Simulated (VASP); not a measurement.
# W (Im-3m) in VASP: single point with PBE+U

Aim: the single point of W with PBE+U.

Everything below comes from runs of VASP 6.6.1. Logs are shortened: lines on timing, memory, paths and dates and some standing lists are left out, and cuts for length are marked.

## 1. The cell of the first run

The structure is cubic, space group Im-3m (No. 229). Conventional cell: a = 3.208 Å, b = 3.208 Å, c = 3.208 Å, α = 90.00°, β = 90.00°, γ = 90.00°. Within 3.7 Å of W (site symmetry m-3m) lie 14 W at 2.78 to 3.21 Å.

## 2. Single point, PBE+U, non-collinear spin, zero start, spin-orbit coupling

Input file POSCAR:

```
W
1.0
   -1.6042180000      1.6042180000      1.6042180000
    1.6042180000     -1.6042180000      1.6042180000
    1.6042180000      1.6042180000     -1.6042180000
W
1
Direct
    0.0000000000      0.0000000000      0.0000000000
```

Input file INCAR.step1:

```
PREC = Accurate
ENCUT = 520
EDIFF = 1E-6
ISMEAR = -1
SIGMA = 0.1
LREAL = False
LASPH = True
NELM = 150
ALGO = Normal
ISIF = 2
LWAVE = False
LCHARG = True
MAGMOM = 0 0 0
LSORBIT = True
GGA_COMPAT = False
LORBMOM = True
LMAXMIX = 4
LDAU = True
LDAUTYPE = 2
LDAUL = 2
LDAUU = 4.68
LDAUJ = 0
LDAUPRINT = 1
GGA = PE
NBANDS = 25
```

Input file KPOINTS.step1:

```
Automatic mesh
0
Gamma
  8 8 8
  0.5 0.5 0.5
```

Input file INCAR.step2:

```
PREC = Accurate
ENCUT = 520
EDIFF = 1E-6
ISMEAR = -5
SIGMA = 0.1
LREAL = False
LASPH = True
NELM = 150
ALGO = Normal
ISIF = 2
LWAVE = False
LCHARG = False
MAGMOM = 0 0 0
LORBIT = 10
LSORBIT = True
GGA_COMPAT = False
LORBMOM = True
LMAXMIX = 4
LDAU = True
LDAUTYPE = 2
LDAUL = 2
LDAUU = 4.68
LDAUJ = 0
LDAUPRINT = 1
GGA = PE
NEDOS = 1001
ICHARG = 11
```

Input file KPOINTS.step2:

```
Automatic mesh
0
Gamma
  12 12 12
```

Potentials or basis: VASP PAW PBE potentials, release 64 (W_sv).

Started as:

```
cat potpaw_PBE.64/W_sv/POTCAR > POTCAR
cp INCAR.step1 INCAR
cp KPOINTS.step1 KPOINTS
mpirun -np 1 vasp_ncl > vasp.out
cp INCAR.step2 INCAR
cp KPOINTS.step2 KPOINTS
mpirun -np 1 vasp_ncl > vasp.out
```

OUTCAR:

```text
PREC = Accurate
   ENCUT = 520
   EDIFF = 1E-6
   ISMEAR = -5
   LREAL = False
   LASPH = True
   NELM = 150
   ISIF = 2
   LORBIT = 10
   LSORBIT = True
   GGA = PE
   ICHARG = 11

 ion  position               nearest neighbor table
   1  0.000  0.000  0.000-

  LATTYP: Found a body centered cubic cell.
 ALAT       =     3.2084360000

  Lattice vectors:

 A1 = (  -1.6042180000,   1.6042180000,   1.6042180000)
 A2 = (   1.6042180000,  -1.6042180000,   1.6042180000)
 A3 = (   1.6042180000,   1.6042180000,  -1.6042180000)

Analysis of symmetry for initial positions (statically):
=====================================================================
 Subroutine PRICEL returns:
 Original cell was already a primitive cell.

 Routine SETGRP: Setting up the symmetry group for a
 body centered cubic supercell.

 Subroutine GETGRP returns: Found 48 space group operations
 (whereof 48 operations were pure point group operations)
 out of a pool of 48 trial point group operations.

The static configuration has the point symmetry O_h .

Analysis of symmetry for dynamics (positions and initial velocities):
=====================================================================
 Subroutine PRICEL returns:
 Original cell was already a primitive cell.

 Routine SETGRP: Setting up the symmetry group for a
 body centered cubic supercell.

 Subroutine GETGRP returns: Found 48 space group operations
 (whereof 48 operations were pure point group operations)
 out of a pool of 48 trial point group operations.

The dynamic configuration has the point symmetry O_h .

Analysis of structural, dynamic, and magnetic symmetry:
=====================================================================
 Subroutine PRICEL returns:
 Original cell was already a primitive cell.

 Routine SETGRP: Setting up the symmetry group for a
 body centered cubic supercell.

 Subroutine GETGRP returns: Found 48 space group operations
 (whereof 48 operations were pure point group operations)
 out of a pool of 48 trial point group operations.

The overall configuration has the point symmetry O_h .

 Subroutine INISYM returns: Found 48 space group operations
 (whereof 48 operations are pure point group operations),
 and found     1 'primitive' translations

----------------------------------------------------------------------------------------

                                     Primitive cell

  volume of cell :      16.5139

  direct lattice vectors                    reciprocal lattice vectors
    -1.604218000  1.604218000  1.604218000     0.000000000  0.311678338  0.311678338
     1.604218000 -1.604218000  1.604218000     0.311678338  0.000000000  0.311678338
     1.604218000  1.604218000 -1.604218000     0.311678338  0.311678338  0.000000000

  length of vectors
     2.778587082  2.778587082  2.778587082     0.440779733  0.440779733  0.440779733

  position of ions in fractional coordinates (direct lattice)
     0.000000000  0.000000000  0.000000000

  ion indices of the primitive-cell ions
   primitive index   ion index
                 1           1

----------------------------------------------------------------------------------------

 KPOINTS: Automatic mesh

[... 117 lines left out ...]
 -0.0000  0.3925 -0.0000 -0.0000  0.0000      0.0000  0.0000 -0.0000  0.0509 -0.0000
 -0.0000 -0.0000  0.2211  0.0000 -0.0000     -0.0000  0.0000  0.0000 -0.0000  0.0000
 -0.0000 -0.0000  0.0000  0.3925 -0.0000     -0.0000 -0.0509  0.0000  0.0000 -0.0000
  0.0000  0.0000 -0.0000 -0.0000  0.2211     -0.0611  0.0000 -0.0000  0.0000  0.0000
[... 19 lines left out ...]
  0.3925 -0.0000 -0.0000 -0.0000 -0.0000      0.0000  0.0000 -0.0000 -0.0000 -0.0611
 -0.0000  0.3925 -0.0000 -0.0000  0.0000     -0.0000  0.0000  0.0000 -0.0509  0.0000
 -0.0000 -0.0000  0.2211  0.0000 -0.0000      0.0000 -0.0000  0.0000  0.0000 -0.0000
 -0.0000 -0.0000  0.0000  0.3925 -0.0000      0.0000  0.0509 -0.0000  0.0000  0.0000
 -0.0000  0.0000 -0.0000 -0.0000  0.2211      0.0611 -0.0000  0.0000 -0.0000  0.0000

 occupancies and eigenvectors

  o =  0.1982  v =  0.0000  0.1770 -0.0000 -0.0888 -0.0000  0.0780 -0.0000 -0.5738  0.0000 -0.2809      0.0000  0.1589 -0.0000  0.0990 -0.0000  0.0700  0.0000  0.6393  0.0000  0.3130
  o =  0.1982  v =  0.1048 -0.0000 -0.0000  0.0000 -0.0000 -0.0000 -0.2378  0.0000 -0.0000  0.0000      0.0000 -0.0000 -0.8590 -0.0000 -0.4206 -0.0000 -0.0000 -0.0000  0.1330 -0.0000
  o =  0.1982  v =  0.2129  0.0016  0.0000 -0.0047 -0.0000  0.0215 -0.0162 -0.0100  0.0000  0.0204      0.0000 -0.0004  0.4183 -0.0199 -0.8544 -0.0051  0.0000 -0.0423 -0.1968  0.0863
  o =  0.1982  v =  0.0221 -0.0157  0.0000  0.0453 -0.0000 -0.2072 -0.0017  0.0963  0.0000 -0.1966      0.0000  0.0037  0.0434  0.1915 -0.0887  0.0490  0.0000  0.4071 -0.0204 -0.8315
  o =  0.2907  v = -0.0000  0.5771 -0.0000 -0.0178 -0.0000 -0.5771 -0.0000  0.0000 -0.0000  0.0000      0.0000 -0.0178  0.0000 -0.5771 -0.0000  0.0178  0.0000  0.0000 -0.0000  0.0000
  o =  0.2907  v = -0.5774 -0.0000  0.0000 -0.0000 -0.0000  0.0000 -0.5774  0.0000 -0.0000 -0.0000      0.0000 -0.0000 -0.0000  0.0000 -0.0000 -0.0000  0.0000 -0.0000 -0.5774 -0.0000
  o =  0.4663  v = -0.7296 -0.0041  0.0000 -0.0046 -0.0000 -0.0238  0.1248  0.0008 -0.0000 -0.0021      0.0000 -0.0010  0.1036  0.0198 -0.2728 -0.0056 -0.0000 -0.0034  0.6048  0.0089
  o =  0.4663  v = -0.0245  0.1215  0.0000  0.1382 -0.0000  0.7103  0.0042 -0.0237 -0.0000  0.0623      0.0000  0.0285  0.0035 -0.5888 -0.0092  0.1668 -0.0000  0.1009  0.0203 -0.2656
  o =  0.4663  v =  0.2742  0.1138  0.0000  0.0132  0.0000  0.0409 -0.7622 -0.0073 -0.0000 -0.0028      0.0000 -0.0206  0.2698  0.0729  0.1025 -0.0074 -0.0000 -0.0403  0.4880 -0.0153
  o =  0.4663  v = -0.0416  0.7500 -0.0000  0.0868 -0.0000  0.2698  0.1156 -0.0480  0.0000 -0.0182      0.0000 -0.1356 -0.0409  0.4802 -0.0156 -0.0488  0.0000 -0.2655 -0.0740 -0.1009

 number of electron      14.0000001 magnetization       0.0000000      0.0000000     -0.0000000

 Free energy of the ion-electron system (eV)
  ---------------------------------------------------
  ext. energy  EPLUGINS =         0.00000000
  ---------------------------------------------------
  free energy    TOTEN  =        -8.85126555 eV

  energy without entropy =       -8.85126555  energy(sigma->0) =       -8.85126555

 E-fermi :  11.3769     XC(G=0): -13.4281

 val. band max:       11.4667163404   @ k =  -0.3333   0.3333   0.3333
 cond. band min:      11.3585355824   @ k =  -0.1667   0.1667   0.0833
 fundamental gap:     -0.1081807581
 Fermi energy:        11.3769388866

 k-point     1 :       0.0000    0.0000    0.0000
  band No.  band energies     occupation
      1     -63.5211      1.00000
      2     -63.5211      1.00000
      3     -33.2231      1.00000
      4     -33.2231      1.00000
      5     -24.2257      1.00000
      6     -24.2257      1.00000
[... 589 lines left out ...]
     21      20.4655      0.00000
     22      20.4655      0.00000

 [... further k-points ...]
[... 5 lines left out ...]
  --------------------------------------------------------------------------------------
  -------------------------------------------------------------------------------------
  Total        1.0207672      1.0207672      1.0207672      0.0000000      0.0000000     -0.0000000
  in kB       99.0346399     99.0346399     99.0346399      0.0000000      0.0000000     -0.0000000
  external PRESSURE =      99.0346399 kB  Pullay stress =       0.0000000 kB

 VOLUME and BASIS-vectors are now :
 -----------------------------------------------------------------------------
  energy-cutoff  :      520.00
  volume of cell :       16.51
      direct lattice vectors                 reciprocal lattice vectors
    -1.604218000  1.604218000  1.604218000     0.000000000  0.311678338  0.311678338
     1.604218000 -1.604218000  1.604218000     0.311678338  0.000000000  0.311678338
     1.604218000  1.604218000 -1.604218000     0.311678338  0.311678338  0.000000000

 POSITION                                       TOTAL-FORCE (eV/Angst)
 -----------------------------------------------------------------------------------
      0.00000      0.00000      0.00000         0.000000     -0.000000      0.000000
 -----------------------------------------------------------------------------------
    total drift:                               -0.000000      0.000000     -0.000000

  FREE ENERGIE OF THE ION-ELECTRON SYSTEM (eV)
  ---------------------------------------------------
  free  energy   TOTEN  =        -8.8512655492 eV

  energy  without entropy=       -8.8512655492  energy(sigma->0) =       -8.85126555

 orbital moment (x)

 # of ion     p       d       tot
 ----------------------------------------
  1        -0.000   0.000   0.000
 ----------------------------------------
           -0.000   0.000   0.000

 orbital moment (y)

 # of ion     p       d       tot
 ----------------------------------------
  1         0.000  -0.000  -0.000
 ----------------------------------------
            0.000  -0.000  -0.000

 orbital moment (z)

 # of ion     p       d       tot
 ----------------------------------------
  1         0.000  -0.000  -0.000
 ----------------------------------------
            0.000  -0.000  -0.000

 Spin-Orbit-Coupling matrix elements

 Ion:    1  E_soc:     -1.8094150
 l=   1
     0.0000000    -0.2303392    -0.2303392
    -0.2303392     0.0000000    -0.2303392
    -0.2303392    -0.2303392     0.0000000
 l=   2
     0.0000000    -0.0205826     0.0000000    -0.0205826    -0.0506473
    -0.0205826     0.0000000    -0.0379855    -0.0205826    -0.0126618
     0.0000000    -0.0379855     0.0000000    -0.0379855     0.0000000
    -0.0205826    -0.0205826    -0.0379855     0.0000000    -0.0126618
    -0.0506473    -0.0126618     0.0000000    -0.0126618     0.0000000
 l=   3
     0.0000000     0.0000000     0.0000000     0.0000000     0.0000000     0.0000000     0.0000000
     0.0000000     0.0000000     0.0000000     0.0000000     0.0000000     0.0000000     0.0000000
     0.0000000     0.0000000     0.0000000     0.0000000     0.0000000     0.0000000     0.0000000
     0.0000000     0.0000000     0.0000000     0.0000000     0.0000000     0.0000000     0.0000000
     0.0000000     0.0000000     0.0000000     0.0000000     0.0000000     0.0000000     0.0000000
     0.0000000     0.0000000     0.0000000     0.0000000     0.0000000     0.0000000     0.0000000
     0.0000000     0.0000000     0.0000000     0.0000000     0.0000000     0.0000000     0.0000000

 total charge

# of ion       s       p       d       tot
------------------------------------------
    1        2.406   6.366   3.189  11.961

 magnetization (x)

# of ion       s       p       d       tot
------------------------------------------
    1       -0.000   0.000  -0.000  -0.000

 magnetization (y)

# of ion       s       p       d       tot
------------------------------------------
    1        0.000  -0.000  -0.000  -0.000

 magnetization (z)

# of ion       s       p       d       tot
------------------------------------------
    1       -0.000  -0.000  -0.000  -0.000
```

It took 93 s on 1 thread of Intel Xeon 8259CL, shared host; peak memory 0.21 GiB.

Results:

```yaml
Net_moment: 0.00 μB per cell
Valence_electrons_inside_the_program's_atomic_spheres: W 11.96
```

Moments on the atoms (μB; x, y, z):
```
W   0.00 0.00 0.00
```

Caveat: the U is typed as a test and isn't derived for this compound. The state reached can hang on the start; a lower one may exist.
